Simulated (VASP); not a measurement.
F, 2 atoms in the cell. Symmetry: Fd-3m, No. 227, cubic system. The conventional cell has a = 4.893 Å, b = 4.893 Å, c = 4.893 Å, α = 90.00°, β = 90.00°, γ = 90.00°. F (site symmetry -43m) has 4 F at 2.12 Å within 2.8 Å. 

| Quantity | Value |
| --- | --- |
| Program | VASP 6.6.1 |
| Task | single point |
| Functional | r2SCAN |
| Potentials or basis | VASP PAW PBE potentials, release 64 (F) |
| Cutoff | 520 eV |
| k mesh | 12 × 12 × 12 |
| Occupations | fermi-dirac, width 0.1 eV |
| Spin | no spin polarisation |
| Dipole correction | no |
| Further INCAR settings | ALGO = Normal; EDIFF = 1e-07; NBANDS = 14 |

Potentials or basis: VASP PAW PBE potentials, release 64 (F).

The run is started by

```sh
$ cat potpaw_PBE.64/F/POTCAR > POTCAR
$ cp INCAR.step1 INCAR
$ mpirun -np 1 vasp_std > vasp.out
$ cp INCAR.step2 INCAR
$ mpirun -np 1 vasp_std > vasp.out
```

Hardware: 1 thread of Intel(R) Xeon(R) 6975P-C (Granite Rapids), on a shared host.

Q: How long does it take, and how much memory?

A: Wall time 54 s on 1 thread of Intel(R) Xeon(R) 6975P-C (Granite Rapids), on a shared host, peak memory 0.16 GiB. Counts: k points 72.
